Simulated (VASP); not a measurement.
Write the native input for VASP 6.6.1 that does the following.

| Quantity | Value |
| --- | --- |
| Task | single point |
| Functional | PBE |
| Dispersion | D3(BJ) |
| Potentials or basis | VASP PAW PBE potentials, release 64 (H, C) |
| Cutoff | 520 eV |
| k mesh | 6 × 6 × 6 |
| Occupations | gaussian, width 0.02 eV |
| Spin | no spin polarisation |
| Dipole correction | no |
| Further INCAR settings | ALGO = Normal; EDIFF = 1e-07; NBANDS = 22 |

The structure of H3C2 lies in POSCAR:

```
H3C2
1.0
    3.4360504363     -3.2475736663      0.0992839706
    3.4360504363      3.2475736663      0.0992839706
   -0.6410116650      0.0000000000      4.2824007923
H C
6 4
Direct
    0.2495774870      0.2495774870      0.5184855776
    0.7504225130      0.7504225130      0.4815144224
    0.2175371199      0.4913136057      0.2233061923
    0.5086863943      0.7824628801      0.7766938077
    0.7824628801      0.5086863943      0.7766938077
    0.4913136057      0.2175371199      0.2233061923
    0.0789543545      0.0789543545      0.0797645548
    0.9210456455      0.9210456455      0.9202354452
    0.2683372951      0.2683372951      0.2699615816
    0.7316627049      0.7316627049      0.7300384184
```

The input as run:

INCAR

```
SYSTEM = H3C2
  PREC = Accurate
  ENCUT = 520
  EDIFF = 1E-7
  ISMEAR = 0
  SIGMA = 0.02
  LREAL = .False.
  LASPH = .True.
  NELM = 80
  ALGO = Normal
  ISIF = 2
  LWAVE = .False.
  LCHARG = .True.
  GGA = PE
  IVDW = 12
  LELF = .True.
  LVHAR = .True.
  NBANDS = 22
```

KPOINTS

```
Automatic mesh
0
Gamma
  6 6 6
  0 0 0
```

Potentials or basis: VASP PAW PBE potentials, release 64 (H, C).

The run is started by

```sh
$ cat potpaw_PBE.64/H/POTCAR potpaw_PBE.64/C/POTCAR > POTCAR
$ mpirun -np 1 vasp_std > vasp.out
```

Results of the run:

- Pressure: -0.2 GPa
- Largest force: 0.065 eV/Å
- Band gap on the k mesh: 4.64 eV (least direct gap 5.09 eV)
- Dispersion energy per atom: -0.057 eV

Wall time 2.7 min on 1 thread of Oxide Virtual Turin-like Processor (shared host), peak memory 0.23 GiB.
